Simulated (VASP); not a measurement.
Input of a VASP 6.6.1 run:

POSCAR

```
Al2O3
1.0
    2.3795714517      1.3738462182      4.3316358128
   -2.3795714517      1.3738462182      4.3316358128
    0.0000000000     -2.7476924364      4.3316358128
Al O
4 6
Direct
    0.8519165699      0.8519165699      0.8519165699
    0.6480834301      0.6480834301      0.6480834301
    0.1480834301      0.1480834301      0.1480834301
    0.3519165699      0.3519165699      0.3519165699
    0.0563854983      0.4436145017      0.7500000000
    0.7500000000      0.0563854983      0.4436145017
    0.4436145017      0.7500000000      0.0563854983
    0.9436145017      0.5563854983      0.2500000000
    0.2500000000      0.9436145017      0.5563854983
    0.5563854983      0.2500000000      0.9436145017
```

File INCAR.step1:

```
PREC = Accurate
ENCUT = 520
ISMEAR = 1
SIGMA = 0.02
LREAL = F
LASPH = T
NELM = 100
NBANDS = 35
GGA = PE
ALGO = Normal
EDIFF = 1E-4
LWAVE = T
LCHARG = F
```

Contents of INCAR.step2:

```
PREC = Accurate
ENCUT = 520
EDIFF = 1E-6
ISMEAR = 1
SIGMA = 0.02
LREAL = F
LASPH = T
NELM = 100
ALGO = Normal
ISIF = 2
LWAVE = F
LCHARG = F
METAGGA = R2SCAN
LMIXTAU = T
NBANDS = 35
ISTART = 1
```

The input KPOINTS:

```
Automatic mesh
0
Gamma
  6 6 6
```

Potentials or basis: VASP PAW PBE potentials, release 64 (Al, O).

Run with:

```console
$ cat potpaw_PBE.64/Al/POTCAR potpaw_PBE.64/O/POTCAR > POTCAR
$ cp INCAR.step1 INCAR
$ mpirun -np 1 vasp_std > vasp.out
$ cp INCAR.step2 INCAR
$ mpirun -np 1 vasp_std > vasp.out
```

(1) Estimate the band gap on the k mesh.

(2) What does it give for the pressure?

(3) Predict the largest force.

Answers

(1) 7.15 eV.

(2) -0.5 GPa.

(3) 0.020 eV/Å.

Caveat: the PAW data sets were made with another functional, which shifts forces and pressure a little.

**The experiment to reproduce.**

“Multi-petahertz electron interference in Cr:Al2O3 solid-state material”, 2018, pmc:5906618 quotes, for a bulk crystal of Al2O3: band gap 8.7 eV (optical).

Measured gap of Al2O3: 8.7 eV (optical; quoted in “Multi-petahertz electron interference in Cr:Al2O3 solid-state material”, 2018, pmc:5906618). This calculation gives 7.15 eV (-1.55 eV). The value is that of r2SCAN on a finite k mesh, which can miss the band edges, without temperature or zero-point motion.
